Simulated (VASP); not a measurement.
# Nb3Sn (Pm-3n) in VASP: single point with LDA

Aim: the single point of Nb3Sn with LDA.

Everything below comes from runs of VASP 6.6.1. Logs are shortened: lines on timing, memory, paths and dates and some standing lists are left out, and cuts for length are marked.

**1. The cell of the first run**

The structure is cubic, space group Pm-3n (No. 223). Conventional cell: a = 5.223 Å, b = 5.223 Å, c = 5.223 Å, α = 90.00°, β = 90.00°, γ = 90.00°. Within 3.4 Å of Nb (site symmetry -4m2) lie 10 Nb at 2.61 to 3.20 Å and 4 Sn at 2.92 Å. Sn (site symmetry m-3) has 12 Nb at 2.92 Å within 3.8 Å.

**2. Single point, LDA**

File INCAR:

```
SYSTEM = Nb3Sn
  PREC = Accurate
  ENCUT = 590
  EDIFF = 1E-6
  ISMEAR = -1
  SIGMA = 0.15
  LREAL = .False.
  LASPH = .True.
  NELM = 300
  ALGO = All
  ISIF = 2
  LWAVE = .False.
  LCHARG = .True.
  GGA = CA
  LVHAR = .True.
  NBANDS = 63
  GGA_COMPAT = .False.
  ISEARCH = 1
  KPAR = 4
```

File KPOINTS:

```
Automatic mesh
0
Gamma
  8 8 8
  0 0 0
```

File POSCAR:

```
Nb3Sn
1.0
    5.2234988924      0.0000000000      0.0000000000
    0.0000000000      5.2234988924      0.0000000000
    0.0000000000      0.0000000000      5.2234988924
Nb Sn
6 2
Direct
    0.2500000000      0.0000000000      0.5000000000
    0.5000000000      0.7500000000      0.0000000000
    0.7500000000      0.0000000000      0.5000000000
    0.5000000000      0.2500000000      0.0000000000
    0.0000000000      0.5000000000      0.7500000000
    0.0000000000      0.5000000000      0.2500000000
    0.0000000000      0.0000000000      0.0000000000
    0.5000000000      0.5000000000      0.5000000000
```

Potentials or basis: VASP PAW LDA potentials, release 64 (Nb_sv, Sn_d).

The run is started by

```
> cat potpaw_LDA.64/Nb_sv/POTCAR potpaw_LDA.64/Sn_d/POTCAR > POTCAR
> mpirun -np 4 vasp_std > vasp.out
```

OUTCAR:

```text
SYSTEM = Nb3Sn
   PREC = Accurate
   ENCUT = 590
   EDIFF = 1E-6
   ISMEAR = -1
   LREAL = .False.
   LASPH = .True.
   NELM = 300
   ISIF = 2
   GGA = CA

 ion  position               nearest neighbor table
   1  0.250  0.000  0.500-   3 2.61   3 2.61   8 2.92   7 2.92   8 2.92   7 2.92
   2  0.500  0.750  0.000-   4 2.61   4 2.61   8 2.92   8 2.92   7 2.92   7 2.92
   3  0.750  0.000  0.500-   1 2.61   1 2.61   8 2.92   7 2.92   8 2.92   7 2.92
   4  0.500  0.250  0.000-   2 2.61   2 2.61   8 2.92   8 2.92   7 2.92   7 2.92
   5  0.000  0.500  0.750-   6 2.61   6 2.61   8 2.92   7 2.92   7 2.92   8 2.92
   6  0.000  0.500  0.250-   5 2.61   5 2.61   8 2.92   7 2.92   7 2.92   8 2.92
   7  0.000  0.000  0.000-   1 2.92   2 2.92   3 2.92   4 2.92   5 2.92   6 2.92   1 2.92   3 2.92
                             5 2.92   6 2.92   2 2.92   4 2.92
   8  0.500  0.500  0.500-   1 2.92   2 2.92   3 2.92   4 2.92   5 2.92   6 2.92   2 2.92   4 2.92
                             1 2.92   3 2.92   5 2.92   6 2.92

  LATTYP: Found a simple cubic cell.
 ALAT       =     5.2234988924

  Lattice vectors:

 A1 = (   5.2234988924,   0.0000000000,   0.0000000000)
 A2 = (   0.0000000000,   5.2234988924,   0.0000000000)
 A3 = (   0.0000000000,   0.0000000000,   5.2234988924)

Analysis of symmetry for initial positions (statically):
=====================================================================
 Subroutine PRICEL returns:
 Original cell was already a primitive cell.

 Routine SETGRP: Setting up the symmetry group for a
 simple cubic supercell.

 Subroutine GETGRP returns: Found 48 space group operations
 (whereof 24 operations were pure point group operations)
 out of a pool of 48 trial point group operations.

The static configuration has the point symmetry T_h .
 The point group associated with its full space group is O_h .

Analysis of symmetry for dynamics (positions and initial velocities):
=====================================================================
 Subroutine PRICEL returns:
 Original cell was already a primitive cell.

 Routine SETGRP: Setting up the symmetry group for a
 simple cubic supercell.

 Subroutine GETGRP returns: Found 48 space group operations
 (whereof 24 operations were pure point group operations)
 out of a pool of 48 trial point group operations.

The dynamic configuration has the point symmetry T_h .
 The point group associated with its full space group is O_h .

 Subroutine INISYM returns: Found 48 space group operations
 (whereof 24 operations are pure point group operations),
 and found     1 'primitive' translations

----------------------------------------------------------------------------------------

                                     Primitive cell

  volume of cell :     142.5229

  direct lattice vectors                    reciprocal lattice vectors
     5.223498892  0.000000000  0.000000000     0.191442560  0.000000000  0.000000000
     0.000000000  5.223498892  0.000000000     0.000000000  0.191442560  0.000000000
     0.000000000  0.000000000  5.223498892     0.000000000  0.000000000  0.191442560

  length of vectors
     5.223498892  5.223498892  5.223498892     0.191442560  0.191442560  0.191442560

  position of ions in fractional coordinates (direct lattice)
     0.250000000  0.000000000  0.500000000
     0.500000000  0.750000000  0.000000000
     0.750000000  0.000000000  0.500000000
     0.500000000  0.250000000  0.000000000
     0.000000000  0.500000000  0.750000000
     0.000000000  0.500000000  0.250000000
     0.000000000  0.000000000  0.000000000
     0.500000000  0.500000000  0.500000000

  ion indices of the primitive-cell ions
   primitive index   ion index
                 1           1
                 2           2
                 3           3
                 4           4
                 5           5
                 6           6
                 7           7
                 8           8

----------------------------------------------------------------------------------------

 KPOINTS: Automatic mesh

Automatic generation of k-mesh.
 Grid dimensions read from file:
 generate k-points for:    8    8    8

 Generating k-lattice:

  Cartesian coordinates                     Fractional coordinates (reciprocal lattice)
     0.023930320  0.000000000  0.000000000     0.125000000  0.000000000  0.000000000
     0.000000000  0.023930320  0.000000000     0.000000000  0.125000000  0.000000000
     0.000000000  0.000000000  0.023930320     0.000000000  0.000000000  0.125000000

  Length of vectors
     0.023930320  0.023930320  0.023930320

  Shift w.r.t. Gamma in fractional coordinates (k-lattice)
     0.000000000  0.000000000  0.000000000

 Subroutine IBZKPT returns following result:
 ===========================================

 Found     35 irreducible k-points:

 Following reciprocal coordinates:
            Coordinates               Weight
  0.000000  0.000000  0.000000      1.000000
  0.125000  0.000000  0.000000      6.000000
  0.250000  0.000000  0.000000      6.000000
  0.375000  0.000000  0.000000      6.000000
  0.500000  0.000000  0.000000      3.000000
  0.125000  0.125000  0.000000     12.000000
[... 16 lines left out ...]
  0.375000  0.375000  0.125000     24.000000
  0.500000  0.375000  0.125000     24.000000
 [... further k-points ...]
   k-points           NKPTS =     35   k-points in BZ     NKDIM =     35   number of bands    NBANDS=     63
   number of dos      NEDOS =    301   number of ions     NIONS =      8
   total plane-waves  NPLWV =  74088
   dimension x,y,z NGX =    42 NGY =   42 NGZ =   42
   dimension x,y,z NGXF=    84 NGYF=   84 NGZF=   84
   ions per type =               6   2
   NGX,Y,Z   is equivalent  to a cutoff of  13.37, 13.37, 13.37 a.u.
   NGXF,Y,Z  is equivalent  to a cutoff of  26.73, 26.73, 26.73 a.u.
 SYSTEM =  Nb3Sn
   PREC   = accura    normal or accurate (medium, high low for compatibility)
   ISTART =      0    job   : 0-new  1-cont  2-samecut
   ICHARG =      2    charge: 1-file 2-atom 10-const
   ISPIN  =      1    spin polarized calculation?
   LNONCOLLINEAR =      F non collinear calculations
   LSORBIT =      F    spin-orbit coupling
   LASPH  =      T    aspherical Exc in radial PAW
   ENCUT  =  590.0 eV  43.36 Ry    6.59 a.u.  10.35 10.35 10.35*2*pi/ulx,y,z
   NELM   =    300;   NELMIN=  2; NELMDL= -5     # of ELM steps
   EDIFF  = 0.1E-05   stopping-criterion for ELM
   LREAL  =      F    real-space projection
   EDIFFG = 0.1E-04   stopping-criterion for IOM
   NSW    =      0    number of steps for IOM
   IBRION =     -1    ionic relax: 0-MD 1-quasi-New 2-CG
   NFREE  =      0    steps in history (QN), initial steepest desc. (CG)
   ISIF   =      2    stress and relaxation
   ISYM   =      2    0-nonsym 1-usesym 2-fastsym
   POTIM  = 0.5000    time-step for ionic-motion
   TEBEG  =    0.0;   TEEND  =   0.0 temperature during run
   PSTRESS=    0.0 pullay stress
   NELECT =     106.0000    total number of electrons
   NUPDOWN=      -1.0000    fix difference up-down
   EMIN   =  10.00;   EMAX   =-10.00  energy-range for DOS
   EFERMI =   0.00;   METHOD = LEGACY
   ISMEAR =    -1;   SIGMA  =   0.15  broadening in eV -4-tet -1-fermi 0-gaus
   EFERMI_NEDOS =   21; number of points for ismear=-14 and -15
   IALGO  =     58    algorithm
   IMIX   =      4    mixing-type and parameters
     AMIX     =   0.40;   BMIX     =  1.00
     AMIX_MAG =   1.60;   BMIX_MAG =  1.00
  volume/ion in A,a.u.               =      17.82       120.22
  Fermi-wavevector in a.u.,A,eV,Ry     =   1.483253  2.802942 29.933360  2.200040
  Thomas-Fermi vector in A             =   2.596938
   LORBIT       =      0    0 simple, 1 ext, 2 COOP (PROOUT), +10 PAW based schemes
   GGA     = CA    functional components
   LHFCALC =     F    Hartree Fock is set to
   AEXX    =    0.0000 exact exchange contribution
   IVDW    =     0    specifies the selected vdW correction
   LEPSILON=     F    determine dielectric tensor
   LRPA    =     F    only Hartree local field effects (RPA)
 non-spin polarized calculation
  energy-cutoff  :      590.00
  volume of cell :      142.52
 maximum number of plane-waves:      4697
 NGX is ok and might be reduce to    42
   NGX = 21   NGY = 21   NGZ = 21

 number of electron     106.0000010 magnetization

 Free energy of the ion-electron system (eV)
  ---------------------------------------------------
  ext. energy  EPLUGINS =         0.00000000
  ---------------------------------------------------
  free energy    TOTEN  =       -78.60036405 eV

  energy without entropy =      -77.97255448  energy(sigma->0) =      -78.28645926

 E-fermi :  11.7817     XC(G=0): -12.7638

 val. band max:       11.7797413041   @ k =   0.5000   0.5000   0.1250
 cond. band min:      11.7849160236   @ k =   0.3750   0.2500   0.0000
 fundamental gap:      0.0051747195
 Fermi energy:        11.7816642495

 k-point     1 :       0.0000    0.0000    0.0000
  band No.  band energies     occupation
      1     -42.4745      2.00000
      2     -42.3872      2.00000
      3     -42.3872      2.00000
      4     -42.1321      2.00000
      5     -42.1321      2.00000
      6     -42.1321      2.00000
[... 55 lines left out ...]
     62      15.6656      0.00000
     63      15.7392      0.00000

 k-point     2 :       0.1250    0.0000    0.0000
  band No.  band energies     occupation
      1     -42.4691      2.00000
      2     -42.3897      2.00000
      3     -42.3800      2.00000
      4     -42.1430      2.00000
      5     -42.1321      2.00000
      6     -42.1321      2.00000
[... 55 lines left out ...]
     62      15.6211      0.00000
     63      15.6695      0.00000

 k-point     3 :       0.2500    0.0000    0.0000
  band No.  band energies     occupation
      1     -42.4552      2.00000
      2     -42.3969      2.00000
      3     -42.3576      2.00000
      4     -42.1738      2.00000
      5     -42.1321      2.00000
      6     -42.1321      2.00000
[... 1375 lines left out ...]
     62      14.6106      0.00000
     63      14.8697      0.00000

 k-point    24 :       0.5000    0.3750    0.1250
  band No.  band energies     occupation
      1     -42.4068      2.00000
      2     -42.3392      2.00000
      3     -42.2759      2.00000
      4     -42.2724      2.00000
      5     -42.2177      2.00000
      6     -42.1433      2.00000
[... 55 lines left out ...]
     62      14.3963      0.00000
     63      14.6656      0.00000

 [... further k-points ...]

------------------------ aborting loop because EDIFF is reached ----------------------------------------

  FORCE on cell =-STRESS in cart. coord.  units (eV):
  Direction    XX          YY          ZZ          XY          YZ          ZX
  --------------------------------------------------------------------------------------
  -------------------------------------------------------------------------------------
  Total        0.0827495      0.0827495      0.0827495     -0.0000000      0.0000000      0.0000000
  in kB        0.9302321      0.9302321      0.9302321     -0.0000000      0.0000000      0.0000000
  external PRESSURE =       0.9302321 kB  Pullay stress =       0.0000000 kB

 VOLUME and BASIS-vectors are now :
 -----------------------------------------------------------------------------
  energy-cutoff  :      590.00
  volume of cell :      142.52
      direct lattice vectors                 reciprocal lattice vectors
     5.223498892  0.000000000  0.000000000     0.191442560  0.000000000  0.000000000
     0.000000000  5.223498892  0.000000000     0.000000000  0.191442560  0.000000000
     0.000000000  0.000000000  5.223498892     0.000000000  0.000000000  0.191442560

 POSITION                                       TOTAL-FORCE (eV/Angst)
 -----------------------------------------------------------------------------------
      1.30587      0.00000      2.61175        -0.000000      0.000000     -0.000000
      2.61175      3.91762      0.00000        -0.000000     -0.000000      0.000000
      3.91762      0.00000      2.61175         0.000000     -0.000000      0.000000
      2.61175      1.30587      0.00000         0.000000      0.000000     -0.000000
      0.00000      2.61175      3.91762         0.000000     -0.000000     -0.000000
      0.00000      2.61175      1.30587        -0.000000      0.000000      0.000000
      0.00000      0.00000      0.00000         0.000000     -0.000000      0.000000
      2.61175      2.61175      2.61175         0.000000     -0.000000      0.000000
 -----------------------------------------------------------------------------------
    total drift:                                0.000000     -0.000000     -0.000000

  FREE ENERGIE OF THE ION-ELECTRON SYSTEM (eV)
  ---------------------------------------------------
  free  energy   TOTEN  =       -78.6003640482 eV

  energy  without entropy=      -77.9725349922  energy(sigma->0) =      -78.28644952
```

It took 86 s on 4 MPI ranks of Intel Xeon 6975P-C (Granite Rapids), shared host; peak memory 0.7 GiB.

What came out:

- Free energy: -78.6004 eV
- Pressure: 0.1 GPa
- Band gap on the k mesh: zero (bands 53 and 54 overlap by 0.61 eV)

Levels at points of the mesh, in eV from the Fermi level:
```csv
k point,band 50,band 51,band 52,band 53,band 54,band 55,band 56,band 57,band 58,band 59
"(0.00, 0.00, 0.00)",-0.62,-0.62,-0.62,-0.12,-0.12,2.39,2.39,2.47,2.67,3.64
"(0.50, 0.00, 0.00)",-1.14,-0.95,-0.95,-0.40,-0.40,1.56,1.56,2.20,2.29,2.77
"(0.50, 0.50, 0.00)",0.07,0.08,0.08,0.21,0.51,0.63,0.63,0.72,0.84,1.19
"(0.50, 0.50, 0.50)",-0.04,-0.04,-0.04,0.12,0.12,0.12,0.12,0.12,0.12,2.54
```

Caveat: spin-orbit coupling is left out, which moves the levels of the heavy elements.
